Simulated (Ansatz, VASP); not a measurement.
## Two plane-wave programs on CClO

Contents of INCAR:

```
SYSTEM = CClO
PREC = Accurate ; ENCUT = 520
EDIFF = 1E-7 ; ISMEAR = -1
SIGMA = 0.1 ; LREAL = .FALSE.
LASPH = .TRUE. ; NELM = 60
ALGO = Normal ; ISIF = 2
LWAVE = .FALSE. ; LCHARG = .FALSE.
GGA = PE ; NBANDS = 26
```

KPOINTS

```
Automatic mesh
0
G
  5 5 3
  0 0 0
```

Contents of POSCAR:

```
CClO
1.0
    3.4420040000      0.0000000000      0.0000000000
    0.0000000000      3.4324960000      0.0000000000
    0.0000000000      0.0000000000      7.2928650000
C O Cl
2 2 2
Direct
    0.0000000000      0.5000000000      0.0700000000
    0.5000000000      0.0000000000      0.9300000000
    0.0000000000      0.0000000000      0.9400000000
    0.5000000000      0.5000000000      0.0600000000
    0.0000000000      0.0000000000      0.3000000000
    0.5000000000      0.5000000000      0.7000000000
```

Input for Ansatz:

```yaml
crystal:
  lattice:
    - [3.442004, 0.0, 0.0]
    - [0.0, 3.432496, 0.0]
    - [0.0, 0.0, 7.292865]
  atoms:
    - { symbol: C, position: [0.0, 0.5, 0.07] }
    - { symbol: C, position: [0.5, 0.0, 0.93] }
    - { symbol: O, position: [0.0, 0.0, 0.94] }
    - { symbol: O, position: [0.5, 0.5, 0.06] }
    - { symbol: Cl, position: [0.0, 0.0, 0.3] }
    - { symbol: Cl, position: [0.5, 0.5, 0.7] }
  symmetry: { tolerance: 0.0003 }
kpoints:
  mp_grid: { grid: [5, 5, 3], shift: [0, 0, 0] }
magnetization:
  spin_polarized: false
scf:
  occupations: { method: fermi_dirac }
hamiltonian:
  pseudopotentials: { kind: paw }
  xc: pbe
basis:
  ecutwfc: 420
output:
  forces: true
  stress: true
  eigenvalues: true
```

Alike in both runs: task single point; functional PBE; k mesh 5 × 5 × 3; no spin polarisation.

|  | VASP | Ansatz |
| --- | --- | --- |
| version | VASP 6.6.1 | Ansatz 0.2.0 |
| potentials or method | VASP PAW PBE potentials, release 64 (C, O, Cl), cutoff 520 eV | PAW plane waves |
| occupations | fermi-dirac, width 0.1 eV | fermi-dirac |
| valence electrons in the cell | 34 | 34 |

VASP gave:

```
gap on the k mesh at the Fermi level (eV)                     : none
pressure (GPa)                                                : -6.5
traceless stress, the component that is largest in VASP (GPa) : 10.61
rms of the force components (eV/Å)                            : 0.736
```

**Question.** Estimate Ansatz's values.

**Answer.** gap on the k mesh at the Fermi level (eV): none; pressure (GPa): -6.4; traceless stress, the component that is largest in VASP (GPa): 10.69; rms of the force components (eV/Å): 0.730.

Atom by atom the forces differ by 0.008 eV/Å (rms over components). A gap of «none» marks a metal or a gap that the smearing closes.

The k mesh is coarse, so the values compare programs but aren't converged.
